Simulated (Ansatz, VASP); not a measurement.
# One calculation of TaTiNi3, two programs

Contents of INCAR:

```
  ALGO = Normal
  EDIFF = 1E-6
  ENCUT = 520
  GGA = PE
  ISIF = 2
  ISMEAR = 0
  ISPIN = 2
  LASPH = True
  LCHARG = False
  LMAXMIX = 4
  LORBIT = 11
  LREAL = False
  LWAVE = False
  MAGMOM = 0 0 2 -2 -2
  NBANDS = 38
  NELM = 150
  PREC = Accurate
  SIGMA = 0.1
```

KPOINTS

```
k-points
0
Gamma
  4 4 4
```

The input POSCAR:

```
TaTiNi3
1.0
    3.8018038900      0.0000000000      0.0000000000
    0.0000000000      3.8018038900      0.0000000000
    0.0000000000      0.0000000000      3.8018038900
Ti Ta Ni
1 1 3
Direct
    0.0000000000      0.0000000000      0.0000000000
    0.5000000000      0.5000000000      0.5000000000
    0.5000000000      0.0000000000      0.0000000000
    0.0000000000      0.5000000000      0.0000000000
    0.0000000000      0.0000000000      0.5000000000
```

Input for Ansatz:

```yaml
crystal:
  lattice:
    - [3.80180389, 0.0, 0.0]
    - [0.0, 3.80180389, 0.0]
    - [0.0, 0.0, 3.80180389]
  atoms:
    - { symbol: Ti, position: [0.0, 0.0, 0.0] }
    - { symbol: Ta, position: [0.5, 0.5, 0.5] }
    - { symbol: Ni, position: [0.5, 0.0, 0.0], spin: 2.0 }
    - { symbol: Ni, position: [0.0, 0.5, 0.0], spin: -2.0 }
    - { symbol: Ni, position: [0.0, 0.0, 0.5], spin: -2.0 }
basis:
  ecutwfc: 420
kpoints:
  mp_grid: { grid: [4, 4, 4] }
hamiltonian:
  xc: pbe
scf:
  occupations: { method: gaussian, width: 0.1 }
  lower_state_search: "off"
output:
  forces: true
  stress: true
  eigenvalues: true
  populations: true
magnetization:
  spin_polarized: true
```

Change from the starting cell: species swapped into the DyRu3C type (Pm-3m, No. 221).

Alike in both runs: task single point; functional PBE; k mesh 4 × 4 × 4; occupations gaussian, width 0.1 eV; collinear spin.

|  | VASP | Ansatz |
| --- | --- | --- |
| version | VASP 6.6.1 | Ansatz 0.2.0 |
| potentials or method | VASP PAW PBE potentials, release 64 (Ti_sv, Ta_pv, Ni), cutoff 520 eV | scalar-relativistic, plane waves, PAW |
| valence electrons in the cell | 53 | 79 |

Ansatz gave:

```
gap on the k mesh at the Fermi level (eV)                     : none
net moment per atom (μB)                                      : 0.06
size of the moment on the site where the two differ most (μB) : 0.11
```

Problem. Which values does VASP return?

Solution. gap on the k mesh at the Fermi level (eV): none; net moment per atom (μB): 0.03; size of the moment on the site where the two differ most (μB): 0.07.

Site moments also hang on the region over which each program counts them. A gap of «none» marks a metal or a gap that the smearing closes. VASP's potentials hold 53 valence electrons a cell and Ansatz's 79, so a difference there can come from the potentials and not from the codes. Ansatz's warnings: seeded moment not kept.

The k mesh is coarse, so the values compare programs but aren't converged. Neither program's run includes spin-orbit coupling.
